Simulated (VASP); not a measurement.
# Sb (P2_1/m) in VASP: a series of runs

Runs on Sb. Level: LDA. Tasks: single point.

Program: VASP 6.6.1. These are calculated values, not measurements. Logs are shortened: lines on timing, memory, paths and dates and some standing lists are left out, and cuts for length are marked.

### Step 1. The cell of the first run

Symmetry: P2_1/m, No. 11, monoclinic system. The conventional cell has a = 3.143 Å, b = 4.376 Å, c = 4.435 Å, α = 90.00°, β = 90.51°, γ = 90.00°. Within 4.0 Å of Sb (site symmetry m) lie 6 Sb at 3.06 to 3.17 Å.

### Step 2. Single point, LDA (volume scaled by 1.02)

INCAR

```
SYSTEM = Sb
PREC = Accurate ; ENCUT = 520
EDIFF = 1E-7 ; ISMEAR = -1
SIGMA = 0.05 ; LREAL = .FALSE.
LASPH = .TRUE. ; NELM = 80
ALGO = Normal ; ISIF = 2
LWAVE = .FALSE. ; LCHARG = .TRUE.
GGA = CA ; LELF = .TRUE.
LVHAR = .TRUE. ; NBANDS = 12
```

KPOINTS

```
regular mesh
0
G
  9 6 6
  0 0 0
```

POSCAR

```
Sb
1.0
    3.1430807616      0.0000000000      0.0000000000
    0.0000000000      4.3763103490      0.0000000000
   -0.0391727227      0.0000000000      4.4350306782
Sb
2
Direct
    0.0113890000      0.2500000000      0.2411660000
    0.9886110000      0.7500000000      0.7588340000
```

Potentials or basis: VASP PAW LDA potentials, release 64 (Sb).

The run is started by

```console
$ cat potpaw_LDA.64/Sb/POTCAR > POTCAR
$ mpirun -np 1 vasp_std > vasp.out
```

OUTCAR:

```text
SYSTEM = Sb
   PREC = Accurate
   ENCUT = 520
   EDIFF = 1E-7
   ISMEAR = -1
   LREAL = .FALSE.
   LASPH = .TRUE.
   NELM = 80
   ISIF = 2
   GGA = CA

 ion  position               nearest neighbor table
   1  0.011  0.250  0.241-   2 3.06   2 3.06   2 3.17   2 3.17
   2  0.989  0.750  0.759-   1 3.06   1 3.06   1 3.17   1 3.17

  LATTYP: Found a simple monoclinic cell.
 ALAT       =     3.1430807616
 B/A-ratio  =     1.3923633151
 C/A-ratio  =     1.4111007668
 COS(beta)  =    -0.0088322263

  Lattice vectors:

 A1 = (   3.1430807616,   0.0000000000,   0.0000000000)
 A2 = (   0.0000000000,   4.3763103490,   0.0000000000)
 A3 = (  -0.0391727227,   0.0000000000,   4.4350306782)

Analysis of symmetry for initial positions (statically):
=====================================================================
 Subroutine PRICEL returns:
 Original cell was already a primitive cell.

 Routine SETGRP: Setting up the symmetry group for a
 simple monoclinic supercell.

 Subroutine GETGRP returns: Found  4 space group operations
 (whereof  2 operations were pure point group operations)
 out of a pool of  4 trial point group operations.

The static configuration has the point symmetry S_2 .
 The point group associated with its full space group is C_2h.

Analysis of symmetry for dynamics (positions and initial velocities):
=====================================================================
 Subroutine PRICEL returns:
 Original cell was already a primitive cell.

 Routine SETGRP: Setting up the symmetry group for a
 simple monoclinic supercell.

 Subroutine GETGRP returns: Found  4 space group operations
 (whereof  2 operations were pure point group operations)
 out of a pool of  4 trial point group operations.

The dynamic configuration has the point symmetry S_2 .
 The point group associated with its full space group is C_2h.

 Subroutine INISYM returns: Found  4 space group operations
 (whereof  2 operations are pure point group operations),
 and found     1 'primitive' translations

----------------------------------------------------------------------------------------

                                     Primitive cell

  volume of cell :      61.0043

  direct lattice vectors                    reciprocal lattice vectors
     3.143080762  0.000000000  0.000000000     0.318159181  0.000000000  0.002810164
     0.000000000  4.376310349  0.000000000     0.000000000  0.228502990  0.000000000
    -0.039172723  0.000000000  4.435030678     0.000000000  0.000000000  0.225477583

  length of vectors
     3.143080762  4.376310349  4.435203673     0.318171591  0.228502990  0.225477583

  position of ions in fractional coordinates (direct lattice)
     0.011389000  0.250000000  0.241166000
     0.988611000  0.750000000  0.758834000

  ion indices of the primitive-cell ions
   primitive index   ion index
                 1           1
                 2           2

----------------------------------------------------------------------------------------

 KPOINTS: regular mesh

Automatic generation of k-mesh.
 Grid dimensions read from file:
 generate k-points for:    9    6    6

 Generating k-lattice:

  Cartesian coordinates                     Fractional coordinates (reciprocal lattice)
     0.035351020  0.000000000  0.000312240     0.111111111  0.000000000 -0.000000000
     0.000000000  0.038083832  0.000000000     0.000000000  0.166666667  0.000000000
     0.000000000  0.000000000  0.037579597     0.000000000  0.000000000  0.166666667

  Length of vectors
     0.035352399  0.038083832  0.037579597

  Shift w.r.t. Gamma in fractional coordinates (k-lattice)
     0.000000000  0.000000000  0.000000000

 Subroutine IBZKPT returns following result:
 ===========================================

 Found    112 irreducible k-points:

 Following reciprocal coordinates:
            Coordinates               Weight
  0.000000  0.000000  0.000000      1.000000
  0.111111  0.000000  0.000000      2.000000
  0.222222  0.000000 -0.000000      2.000000
  0.333333  0.000000 -0.000000      2.000000
  0.444444  0.000000 -0.000000      2.000000
  0.000000  0.166667  0.000000      2.000000
[... 16 lines left out ...]
  0.222222  0.000000  0.166667      2.000000
  0.333333  0.000000  0.166667      2.000000
 [... further k-points ...]
   k-points           NKPTS =    112   k-points in BZ     NKDIM =    112   number of bands    NBANDS=     12
   number of dos      NEDOS =    301   number of ions     NIONS =      2
   total plane-waves  NPLWV =  31104
   dimension x,y,z NGX =    24 NGY =   36 NGZ =   36
   dimension x,y,z NGXF=    48 NGYF=   72 NGZF=   72
   ions per type =               2
   NGX,Y,Z   is equivalent  to a cutoff of  12.69, 13.68, 13.49 a.u.
   NGXF,Y,Z  is equivalent  to a cutoff of  25.39, 27.35, 26.99 a.u.
 SYSTEM =  Sb
   PREC   = accura    normal or accurate (medium, high low for compatibility)
   ISTART =      0    job   : 0-new  1-cont  2-samecut
   ICHARG =      2    charge: 1-file 2-atom 10-const
   ISPIN  =      1    spin polarized calculation?
   LNONCOLLINEAR =      F non collinear calculations
   LSORBIT =      F    spin-orbit coupling
   LASPH  =      T    aspherical Exc in radial PAW
   ENCUT  =  520.0 eV  38.22 Ry    6.18 a.u.   5.84  8.14  8.25*2*pi/ulx,y,z
   NELM   =     80;   NELMIN=  2; NELMDL= -5     # of ELM steps
   EDIFF  = 0.1E-06   stopping-criterion for ELM
   LREAL  =      F    real-space projection
   EDIFFG = 0.1E-05   stopping-criterion for IOM
   NSW    =      0    number of steps for IOM
   IBRION =     -1    ionic relax: 0-MD 1-quasi-New 2-CG
   NFREE  =      0    steps in history (QN), initial steepest desc. (CG)
   ISIF   =      2    stress and relaxation
   ISYM   =      2    0-nonsym 1-usesym 2-fastsym
   POTIM  = 0.5000    time-step for ionic-motion
   TEBEG  =    0.0;   TEEND  =   0.0 temperature during run
   PSTRESS=    0.0 pullay stress
   NELECT =      10.0000    total number of electrons
   NUPDOWN=      -1.0000    fix difference up-down
   EMIN   =  10.00;   EMAX   =-10.00  energy-range for DOS
   EFERMI =   0.00;   METHOD = LEGACY
   ISMEAR =    -1;   SIGMA  =   0.05  broadening in eV -4-tet -1-fermi 0-gaus
   EFERMI_NEDOS =   21; number of points for ismear=-14 and -15
   IALGO  =     38    algorithm
   IMIX   =      4    mixing-type and parameters
     AMIX     =   0.40;   BMIX     =  1.00
     AMIX_MAG =   1.60;   BMIX_MAG =  1.00
  volume/ion in A,a.u.               =      30.50       205.84
  Fermi-wavevector in a.u.,A,eV,Ry     =   0.895959  1.693117 10.921972  0.802742
  Thomas-Fermi vector in A             =   2.018357
   LORBIT       =      0    0 simple, 1 ext, 2 COOP (PROOUT), +10 PAW based schemes
   GGA     = CA    functional components
   LHFCALC =     F    Hartree Fock is set to
   AEXX    =    0.0000 exact exchange contribution
   IVDW    =     0    specifies the selected vdW correction
   LEPSILON=     F    determine dielectric tensor
   LRPA    =     F    only Hartree local field effects (RPA)
 non-spin polarized calculation
  energy-cutoff  :      520.00
  volume of cell :       61.00
 maximum number of plane-waves:      1666
   NGX = 11   NGY = 17   NGZ = 17

 number of electron      10.0000000 magnetization

 number of electron       9.9999999 magnetization

 Free energy of the ion-electron system (eV)
  ---------------------------------------------------
  ext. energy  EPLUGINS =         0.00000000
  ---------------------------------------------------
  free energy    TOTEN  =        -9.50540863 eV

  energy without entropy =       -9.49210043  energy(sigma->0) =       -9.49875453

 E-fermi :   6.8165     XC(G=0):  -9.7093

 val. band max:        6.8132007332   @ k =   0.4444   0.0000   0.3333
 cond. band min:       6.8170003290   @ k =   0.4444   0.3333   0.1667
 fundamental gap:      0.0037995958
 Fermi energy:         6.8165344155

 k-point     1 :       0.0000    0.0000    0.0000
  band No.  band energies     occupation
      1      -5.5306      2.00000
      2      -0.6675      2.00000
      3       3.2467      2.00000
      4       3.3748      2.00000
      5       8.9237      0.00000
      6       9.7236      0.00000
      7       9.9427      0.00000
      8      10.0848      0.00000
      9      13.2954      0.00000
     10      13.6555      0.00000
     11      13.8143      0.00000
     12      14.7970      0.00000

 k-point     2 :       0.1111    0.0000    0.0000
  band No.  band energies     occupation
      1      -5.3606      2.00000
      2      -0.4907      2.00000
      3       3.4045      2.00000
      4       3.5324      2.00000
      5       7.9558      0.00000
      6       9.0874      0.00000
      7      10.1064      0.00000
      8      10.2477      0.00000
      9      12.1398      0.00000
     10      13.7888      0.00000
     11      14.4292      0.00000
     12      16.0092      0.00000

 k-point     3 :       0.2222    0.0000   -0.0000
  band No.  band energies     occupation
      1      -4.8658      2.00000
      2       0.0330      2.00000
      3       3.8470      2.00000
      4       3.9748      2.00000
      5       5.3420      2.00000
      6       9.5652      0.00000
      7       9.6272      0.00000
      8      10.5630      0.00000
      9      10.7086      0.00000
     10      14.1794      0.00000
     11      14.7098      0.00000
     12      14.8615      0.00000

 k-point     4 :       0.3333    0.0000   -0.0000
  band No.  band energies     occupation
      1      -4.1205      2.00000
      2       0.8605      2.00000
      3       3.0569      2.00000
      4       4.4626      2.00000
      5       4.5865      2.00000
      6       7.2414      0.00041
      7      10.3338      0.00000
      8      11.1827      0.00000
      9      11.3412      0.00000
     10      12.8566      0.00000
     11      13.0033      0.00000
     12      14.7887      0.00000

 k-point     5 :       0.4444    0.0000   -0.0000
  band No.  band energies     occupation
      1      -3.4066      2.00000
      2       1.4815      2.00000
      3       1.8277      2.00000
      4       4.9659      2.00000
      5       5.0907      2.00000
      6       5.5259      2.00000
      7      11.1378      0.00000
      8      11.5792      0.00000
      9      11.6507      0.00000
     10      11.9849      0.00000
     11      12.0189      0.00000
     12      13.9683      0.00000
[... 228 lines left out ...]
      1      -5.3365      2.00000
      2      -1.3232      2.00000
      3       3.6156      2.00000
      4       3.7353      2.00000
      5       8.8273      0.00000
      6       8.9245      0.00000
      7       9.8600      0.00000
      8       9.9138      0.00000
      9      13.1362      0.00000
     10      13.9534      0.00000
     11      15.0257      0.00000
     12      15.9075      0.00000

 k-point    22 :       0.1111    0.0000    0.1667
  band No.  band energies     occupation
      1      -5.1637      2.00000
      2      -1.1566      2.00000
      3       3.7764      2.00000
      4       3.9020      2.00000
      5       8.1157      0.00000
      6       8.9771      0.00000
      7       9.0924      0.00000
      8      10.0309      0.00000
      9      11.7529      0.00000
     10      15.1741      0.00000
     11      15.4670      0.00000
     12      16.4170      0.00000

 k-point    23 :       0.2222    0.0000    0.1667
  band No.  band energies     occupation
      1      -4.6664      2.00000
      2      -0.6505      2.00000
      3       4.2222      2.00000
      4       4.3625      2.00000
      5       5.5085      2.00000
      6       9.2093      0.00000
      7       9.4216      0.00000
      8       9.5583      0.00000
      9      10.5229      0.00000
     10      14.7584      0.00000
     11      15.0160      0.00000
     12      15.5714      0.00000

 k-point    24 :       0.3333    0.0000    0.1667
  band No.  band energies     occupation
      1      -3.9193      2.00000
      2       0.1419      2.00000
      3       3.2282      2.00000
      4       4.8369      2.00000
      5       5.0018      2.00000
      6       6.8805      0.43533
      7      10.0512      0.00000
      8      10.2281      0.00000
      9      11.2489      0.00000
     10      12.8616      0.00000
     11      13.1613      0.00000
     12      16.1290      0.00000

 [... further k-points ...]

------------------------ aborting loop because EDIFF is reached ----------------------------------------

  FORCE on cell =-STRESS in cart. coord.  units (eV):
  Direction    XX          YY          ZZ          XY          YZ          ZX
  --------------------------------------------------------------------------------------
  -------------------------------------------------------------------------------------
  Total       -1.4057009     -1.6710205     -1.6205194      0.0000000      0.0000000      0.0288923
  in kB      -36.9184289    -43.8866139    -42.5602855      0.0000000      0.0000000      0.7588082
  external PRESSURE =     -41.1217761 kB  Pullay stress =       0.0000000 kB

 VOLUME and BASIS-vectors are now :
 -----------------------------------------------------------------------------
  energy-cutoff  :      520.00
  volume of cell :       61.00
      direct lattice vectors                 reciprocal lattice vectors
     3.143080762  0.000000000  0.000000000     0.318159181  0.000000000  0.002810164
     0.000000000  4.376310349  0.000000000     0.000000000  0.228502990  0.000000000
    -0.039172723  0.000000000  4.435030678     0.000000000  0.000000000  0.225477583

 POSITION                                       TOTAL-FORCE (eV/Angst)
 -----------------------------------------------------------------------------------
      0.02635      1.09408      1.06958        -0.037558      0.000000     -0.004374
      3.07756      3.28223      3.36545         0.037558      0.000000      0.004374
 -----------------------------------------------------------------------------------
    total drift:                                0.000000     -0.000000      0.000000

  FREE ENERGIE OF THE ION-ELECTRON SYSTEM (eV)
  ---------------------------------------------------
  free  energy   TOTEN  =        -9.5054086272 eV

  energy  without entropy=       -9.4921004285  energy(sigma->0) =       -9.49875453
```

Wall time 18 s (1 thread of Intel Xeon 6975P-C (Granite Rapids), shared host); peak memory 0.2 GiB.

What came out:

```
Free energy            : -9.5054 eV
Pressure               : -4.1 GPa
Largest force          : 0.038 eV/Å
Band gap on the k mesh : zero (band 5 reaches 11.65 eV, above the bottom of band 6 at 3.59 eV)
```

Forces on the atoms (eV/Å):
```
Sb  -0.038  0.000 -0.004
Sb   0.038  0.000  0.004
```

Stress tensor (GPa, compression positive):
```
-3.69  0.00  0.08
 0.00 -4.39  0.00
 0.08  0.00 -4.26
```

Caveat: spin-orbit coupling is left out, which moves the levels of the heavy elements.

### Step 3. Single point, LDA (volume scaled by 1.04)

INCAR

```
PREC = Accurate ; ENCUT = 520
EDIFF = 1E-7 ; ISMEAR = -1
SIGMA = 0.05 ; LREAL = F
LASPH = T ; NELM = 60
ALGO = Normal ; ISIF = 2
LWAVE = F ; LCHARG = T
GGA = CA ; LELF = T
LVHAR = T ; NBANDS = 12
```

KPOINTS

```
regular mesh
0
Gamma
  9 6 6
```

POSCAR

```
Sb
1.0
    3.1634909488      0.0000000000      0.0000000000
    0.0000000000      4.4047287450      0.0000000000
   -0.0394270982      0.0000000000      4.4638303856
Sb
2
Direct
    0.0113890000      0.2500000000      0.2411660000
    0.9886110000      0.7500000000      0.7588340000
```

Potentials or basis: VASP PAW LDA potentials, release 64 (Sb).

The run is started by

```console
$ cat potpaw_LDA.64/Sb/POTCAR > POTCAR
$ mpirun -np 1 vasp_std > vasp.out
```

It took 17 s on 1 thread of Intel Xeon 6975P-C (Granite Rapids), shared host; peak memory 0.19 GiB.

Results (log left out):

- Free energy: -9.4716 eV
- Pressure: -4.9 GPa
- Largest force: 0.049 eV/Å
- Band gap on the k mesh: zero (band 5 reaches 11.31 eV, above the bottom of band 6 at 3.42 eV)

Forces in eV/Å, atoms in the order of the input:
```
Sb  -0.039  0.000 -0.031
Sb   0.039  0.000  0.031
```

Stress tensor (GPa, compression positive):
```
-4.47  0.00  0.07
 0.00 -5.20  0.00
 0.07  0.00 -5.13
```

Levels at points of the mesh, in eV from the Fermi level:
| k point | band 1 | band 2 | band 3 | band 4 | band 5 | band 6 | band 7 | band 8 | band 9 | band 10 |
| --- | --- | --- | --- | --- | --- | --- | --- | --- | --- | --- |
| (0.00, 0.00, 0.00) | -12.19 | -7.48 | -3.47 | -3.35 | 2.18 | 2.87 | 3.09 | 3.24 | 6.39 | 6.83 |
| (0.00, 0.50, 0.00) | -10.48 | -10.48 | -1.42 | -1.42 | -0.91 | -0.91 | 4.45 | 4.45 | 7.93 | 7.93 |
| (0.00, 0.00, 0.50) | -10.71 | -10.31 | -1.50 | -0.99 | -0.95 | -0.81 | 4.25 | 4.60 | 7.62 | 7.79 |
| (0.00, 0.50, 0.50) | -9.90 | -9.90 | -5.37 | -5.37 | 4.74 | 4.74 | 4.99 | 4.99 | 8.65 | 8.65 |

Caveat: spin-orbit coupling is left out, which moves the levels of the heavy elements.
